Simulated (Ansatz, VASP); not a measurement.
Two plane-wave programs on Rh

```
Rh
1.0
     1.34415    2.32814    0.00000
    -1.34415    2.32814    0.00000
     0.00000    0.00000    4.24734
Rh
2
Direct
  0.33333 0.33334 0.25000
  0.66666 0.66667 0.75000
```

Alike in both runs: task single point; functional r2SCAN; k mesh 8 × 8 × 4; no spin polarisation.

|  | VASP | Ansatz |
| --- | --- | --- |
| version | VASP 6.6.1 | Ansatz 0.2.0 |
| potentials or method | VASP PAW PBE potentials, release 64 (Rh_sv_GW), cutoff 580 eV | PAW plane waves |
| occupations | fermi-dirac, width 0.1 eV | fermi-dirac |
| valence electrons in the cell | 34 | 34 |

Ansatz gave:

```
gap on the k mesh at the Fermi level (eV)                     : none
pressure (GPa)                                                : 11.4
traceless stress, the component that is largest in VASP (GPa) : 3.65
```

Task: What did VASP give for the same quantities?

Result: gap on the k mesh at the Fermi level (eV): none; pressure (GPa): 9.8; traceless stress, the component that is largest in VASP (GPa): 3.63.

VASP's potentials were made for PBE, not for r2SCAN. A gap of «none» marks a metal or a gap that the smearing closes.

The k mesh is coarse, so the values compare programs but aren't converged.
